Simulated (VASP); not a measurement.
# Si (P6_3/mmc) in VASP: notebook

Si is run at these levels: r2SCAN; tasks: single point.

Program: VASP 6.6.1. These are calculated values, not measurements. Logs are shortened: lines on timing, memory, paths and dates and some standing lists are left out, and cuts for length are marked.

### 1 The cell of the first run

The structure is hexagonal, space group P6_3/mmc (No. 194). Conventional cell: a = 2.488 Å, b = 2.488 Å, c = 4.240 Å, α = 90.00°, β = 90.00°, γ = 120.00°. Within 3.3 Å of Si (site symmetry -6m2) lie 12 Si at 2.49 to 2.56 Å.

This isn't the form of Si at room conditions, which is diamond.

### 2 Single point, r2SCAN

Contents of POSCAR:

```
Si
1.0
    2.4879379721      0.0000000000      0.0000000000
   -1.2439689861      2.1546174869      0.0000000000
    0.0000000000      0.0000000000      4.2395698921
Si
2
Direct
    0.3333333333      0.6666666667      0.2500000000
    0.6666666667      0.3333333333      0.7500000000
```

Contents of INCAR.step1:

```
SYSTEM = Si
ALGO = Normal
EDIFF = 1E-4
ENCUT = 520
GGA = PE
ISMEAR = 1
LASPH = .TRUE.
LCHARG = .FALSE.
LREAL = .FALSE.
LWAVE = .TRUE.
NBANDS = 11
NELM = 80
PREC = Accurate
SIGMA = 0.05
```

Contents of INCAR.step2:

```
SYSTEM = Si
ALGO = Normal
EDIFF = 1E-7
ENCUT = 520
ISIF = 2
ISMEAR = 1
ISTART = 1
LASPH = .TRUE.
LCHARG = .TRUE.
LELF = .TRUE.
LMIXTAU = .TRUE.
LREAL = .FALSE.
LVHAR = .TRUE.
LWAVE = .FALSE.
METAGGA = R2SCAN
NBANDS = 11
NELM = 80
PREC = Accurate
SIGMA = 0.05
```

Contents of KPOINTS:

```
k-points
0
G
  9 9 5
  0 0 0
```

Potentials or basis: VASP PAW PBE potentials, release 64 (Si).

Started as:

```console
$ cat potpaw_PBE.64/Si/POTCAR > POTCAR
$ cp INCAR.step1 INCAR
$ mpirun -np 1 vasp_std > vasp.out
$ cp INCAR.step2 INCAR
$ mpirun -np 1 vasp_std > vasp.out
```

OUTCAR:

```text
SYSTEM = Si
   EDIFF = 1E-7
   ENCUT = 520
   ISIF = 2
   ISMEAR = 1
   ISTART = 1
   LASPH = .TRUE.
   LREAL = .FALSE.
   METAGGA = R2SCAN
   NELM = 80
   PREC = Accurate

 ion  position               nearest neighbor table
   1  0.333  0.667  0.250-   2 2.56   2 2.56   2 2.56   2 2.56   2 2.56   2 2.56
   2  0.667  0.333  0.750-   1 2.56   1 2.56   1 2.56   1 2.56   1 2.56   1 2.56

  LATTYP: Found a hexagonal cell.
 ALAT       =     2.4879379721
 C/A-ratio  =     1.7040496747

  Lattice vectors:

 A1 = (   2.4879379721,   0.0000000000,   0.0000000000)
 A2 = (  -1.2439689861,   2.1546174869,   0.0000000000)
 A3 = (   0.0000000000,   0.0000000000,   4.2395698921)

Analysis of symmetry for initial positions (statically):
=====================================================================
 Subroutine PRICEL returns:
 Original cell was already a primitive cell.

 Routine SETGRP: Setting up the symmetry group for a
 hexagonal supercell.

 Subroutine GETGRP returns: Found 24 space group operations
 (whereof 12 operations were pure point group operations)
 out of a pool of 24 trial point group operations.

The static configuration has the point symmetry D_3d.
 The point group associated with its full space group is D_6h.

Analysis of symmetry for dynamics (positions and initial velocities):
=====================================================================
 Subroutine PRICEL returns:
 Original cell was already a primitive cell.

 Routine SETGRP: Setting up the symmetry group for a
 hexagonal supercell.

 Subroutine GETGRP returns: Found 24 space group operations
 (whereof 12 operations were pure point group operations)
 out of a pool of 24 trial point group operations.

The dynamic configuration has the point symmetry D_3d.
 The point group associated with its full space group is D_6h.

 Subroutine INISYM returns: Found 24 space group operations
 (whereof 12 operations are pure point group operations),
 and found     1 'primitive' translations

----------------------------------------------------------------------------------------

                                     Primitive cell

  volume of cell :      22.7264

  direct lattice vectors                    reciprocal lattice vectors
     2.487937972  0.000000000  0.000000000     0.401939281  0.232059752  0.000000000
    -1.243968986  2.154617487  0.000000000     0.000000000  0.464119504  0.000000000
     0.000000000  0.000000000  4.239569892     0.000000000  0.000000000  0.235872984

  length of vectors
     2.487937972  2.487937972  4.239569892     0.464119504  0.464119504  0.235872984

  position of ions in fractional coordinates (direct lattice)
     0.333333333  0.666666667  0.250000000
     0.666666667  0.333333333  0.750000000

  ion indices of the primitive-cell ions
   primitive index   ion index
                 1           1
                 2           2

----------------------------------------------------------------------------------------

 KPOINTS: k-points

Automatic generation of k-mesh.
 Grid dimensions read from file:
 generate k-points for:    9    9    5

 Generating k-lattice:

  Cartesian coordinates                     Fractional coordinates (reciprocal lattice)
     0.044659920  0.025784417  0.000000000     0.111111111  0.000000000  0.000000000
     0.000000000  0.051568834  0.000000000     0.000000000  0.111111111  0.000000000
     0.000000000  0.000000000  0.047174597     0.000000000  0.000000000  0.200000000

  Length of vectors
     0.051568834  0.051568834  0.047174597

  Shift w.r.t. Gamma in fractional coordinates (k-lattice)
     0.000000000  0.000000000  0.000000000

 Subroutine IBZKPT returns following result:
 ===========================================

 Found     36 irreducible k-points:

 Following reciprocal coordinates:
            Coordinates               Weight
  0.000000  0.000000  0.000000      1.000000
  0.111111  0.000000  0.000000      6.000000
  0.222222 -0.000000  0.000000      6.000000
  0.333333  0.000000  0.000000      6.000000
  0.444444 -0.000000  0.000000      6.000000
  0.111111  0.111111  0.000000      6.000000
[... 16 lines left out ...]
  0.333333  0.222222  0.200000     24.000000
  0.333333  0.333333  0.200000      4.000000
 [... further k-points ...]
   k-points           NKPTS =     36   k-points in BZ     NKDIM =     36   number of bands    NBANDS=     11
   number of dos      NEDOS =    301   number of ions     NIONS =      2
   total plane-waves  NPLWV =  12800
   dimension x,y,z NGX =    20 NGY =   20 NGZ =   32
   dimension x,y,z NGXF=    40 NGYF=   40 NGZF=   64
   ions per type =               2
   NGX,Y,Z   is equivalent  to a cutoff of  13.36, 13.36, 12.55 a.u.
   NGXF,Y,Z  is equivalent  to a cutoff of  26.73, 26.73, 25.10 a.u.
 SYSTEM =  Si
   PREC   = accura    normal or accurate (medium, high low for compatibility)
   ISTART =      1    job   : 0-new  1-cont  2-samecut
   ICHARG =      0    charge: 1-file 2-atom 10-const
   ISPIN  =      1    spin polarized calculation?
   LNONCOLLINEAR =      F non collinear calculations
   LSORBIT =      F    spin-orbit coupling
   LASPH  =      T    aspherical Exc in radial PAW
   ENCUT  =  520.0 eV  38.22 Ry    6.18 a.u.   4.63  4.63  7.88*2*pi/ulx,y,z
   NELM   =     80;   NELMIN=  2; NELMDL=  0     # of ELM steps
   EDIFF  = 0.1E-06   stopping-criterion for ELM
   LREAL  =      F    real-space projection
   EDIFFG = 0.1E-05   stopping-criterion for IOM
   NSW    =      0    number of steps for IOM
   IBRION =     -1    ionic relax: 0-MD 1-quasi-New 2-CG
   NFREE  =      0    steps in history (QN), initial steepest desc. (CG)
   ISIF   =      2    stress and relaxation
   ISYM   =      2    0-nonsym 1-usesym 2-fastsym
   POTIM  = 0.5000    time-step for ionic-motion
   TEBEG  =    0.0;   TEEND  =   0.0 temperature during run
   PSTRESS=    0.0 pullay stress
   NELECT =       8.0000    total number of electrons
   NUPDOWN=      -1.0000    fix difference up-down
   EMIN   =  10.00;   EMAX   =-10.00  energy-range for DOS
   EFERMI =   0.00;   METHOD = LEGACY
   ISMEAR =     1;   SIGMA  =   0.05  broadening in eV -4-tet -1-fermi 0-gaus
   EFERMI_NEDOS =   21; number of points for ismear=-14 and -15
   IALGO  =     38    algorithm
   IMIX   =      4    mixing-type and parameters
     AMIX     =   0.40;   BMIX     =  1.00
     AMIX_MAG =   1.60;   BMIX_MAG =  1.00
  volume/ion in A,a.u.               =      11.36        76.68
  Fermi-wavevector in a.u.,A,eV,Ry     =   1.155920  2.184371 18.179428  1.336150
  Thomas-Fermi vector in A             =   2.292544
   LORBIT       =      0    0 simple, 1 ext, 2 COOP (PROOUT), +10 PAW based schemes
   METAGGA = R2SCAN    functional components
   LHFCALC =     F    Hartree Fock is set to
   AEXX    =    0.0000 exact exchange contribution
   IVDW    =     0    specifies the selected vdW correction
   LEPSILON=     F    determine dielectric tensor
   LRPA    =     F    only Hartree local field effects (RPA)
 non-spin polarized calculation
 Methfessel and Paxton  Order N= 1 SIGMA  =   0.05
  energy-cutoff  :      520.00
  volume of cell :       22.73
 maximum number of plane-waves:       622
 NGX is ok and might be reduce to    20
   NGX =  9   NGY =  9   NGZ = 15

 number of electron       8.0000000 magnetization

 Free energy of the ion-electron system (eV)
  ---------------------------------------------------
  ext. energy  EPLUGINS =         0.00000000
  ---------------------------------------------------
  free energy    TOTEN  =       -15.79415209 eV

  energy without entropy =      -15.79371990  energy(sigma->0) =      -15.79400802

 E-fermi :  13.5127     XC(G=0): -13.0400

 val. band max:       13.5121456182   @ k =   0.3333   0.1111   0.2000
 cond. band min:      13.6324276430   @ k =   0.2222   0.1111   0.4000
 fundamental gap:      0.1202820247
 Fermi energy:        13.5126612685

 k-point     1 :       0.0000    0.0000    0.0000
  band No.  band energies     occupation
      1      -4.1709      2.00000
      2       4.2095      2.00000
      3       4.2161      2.00000
      4      25.4883      0.00000
      5      25.4884      0.00000
      6      25.9193      0.00000
      7      25.9776      0.00000
      8      25.9776      0.00000
      9      27.7551      0.00000
     10      30.4256      0.00000
     11      31.5255      0.00000

 k-point     2 :       0.1111    0.0000    0.0000
  band No.  band energies     occupation
      1      -3.7623      2.00000
      2       4.6019      2.00000
      3       4.6022      2.00000
      4      20.5963      0.00000
      5      22.9345      0.00000
      6      24.6844      0.00000
      7      26.7626      0.00000
      8      27.5300      0.00000
      9      28.6836      0.00000
     10      29.0496      0.00000
     11      29.1820      0.00000

 k-point     3 :       0.2222   -0.0000    0.0000
  band No.  band energies     occupation
      1      -2.5420      2.00000
      2       5.7584      2.00000
      3       5.7588      2.00000
      4      15.1700      0.00000
      5      20.8517      0.00000
      6      21.8321      0.00000
      7      23.0303      0.00000
      8      23.7307      0.00000
      9      27.4874      0.00000
     10      28.6019      0.00000
     11      28.8421      0.00000
[... 267 lines left out ...]
 k-point    23 :       0.3333    0.2222    0.2000
  band No.  band energies     occupation
      1       3.7530      2.00000
      2       7.0508      2.00000
      3       8.7940      2.00000
      4      10.7260      2.00000
      5      12.2739      2.00000
      6      14.8522      0.00000
      7      16.4282      0.00000
      8      19.0042      0.00000
      9      22.1268      0.00000
     10      29.0503      0.00000
     11      30.9295      0.00000

 k-point    24 :       0.3333    0.3333    0.2000
  band No.  band energies     occupation
      1       6.7078      2.00000
      2       6.7078      2.00000
      3       7.0053      2.00000
      4      11.6716      2.00000
      5      12.0067      2.00000
      6      12.0067      2.00000
      7      18.4355      0.00000
      8      18.4355      0.00000
      9      18.8586      0.00000
     10      31.6794      0.00000
     11      31.6794      0.00000

 [... further k-points ...]

------------------------ aborting loop because EDIFF is reached ----------------------------------------

  FORCE on cell =-STRESS in cart. coord.  units (eV):
  Direction    XX          YY          ZZ          XY          YZ          ZX
  --------------------------------------------------------------------------------------
  -------------------------------------------------------------------------------------
  Total        4.2229697      4.2229697      4.2824965     -0.0000000     -0.0000000      0.0000000
  in kB      297.7124673    297.7124673    301.9090073     -0.0000000     -0.0000000      0.0000000
  external PRESSURE =     299.1113139 kB  Pullay stress =       0.0000000 kB

 VOLUME and BASIS-vectors are now :
 -----------------------------------------------------------------------------
  energy-cutoff  :      520.00
  volume of cell :       22.73
      direct lattice vectors                 reciprocal lattice vectors
     2.487937972  0.000000000  0.000000000     0.401939281  0.232059752  0.000000000
    -1.243968986  2.154617487  0.000000000     0.000000000  0.464119504  0.000000000
     0.000000000  0.000000000  4.239569892     0.000000000  0.000000000  0.235872984

 POSITION                                       TOTAL-FORCE (eV/Angst)
 -----------------------------------------------------------------------------------
     -0.00000      1.43641      1.05989         0.000000      0.000000      0.000000
      1.24397      0.71821      3.17968        -0.000000      0.000000      0.000000
 -----------------------------------------------------------------------------------
    total drift:                               -0.000000      0.000000     -0.000000

  FREE ENERGIE OF THE ION-ELECTRON SYSTEM (eV)
  ---------------------------------------------------
  free  energy   TOTEN  =       -15.7941520867 eV

  energy  without entropy=      -15.7937198960  energy(sigma->0) =      -15.79400802
```

Run time: 32 s. Hardware: 1 thread of Intel Xeon Platinum 8259CL at 2.50GHz (Skylake/Cascade Lake), shared host; peak memory 0.13 GiB.

What came out:

| Item | Value |
| --- | --- |
| Free energy | -15.7942 eV |
| Pressure | 29.9 GPa |
| Band gap on the k mesh | zero (bands 4 and 5 overlap by 15.37 eV) |

Caveat: the cell stands under pressure; the PAW data sets were made with another functional, which shifts forces and pressure a little.

(Part 1 of 2 ends here.)

The gap in the log of VASP goes by the Fermi energy; the results here count the filled bands.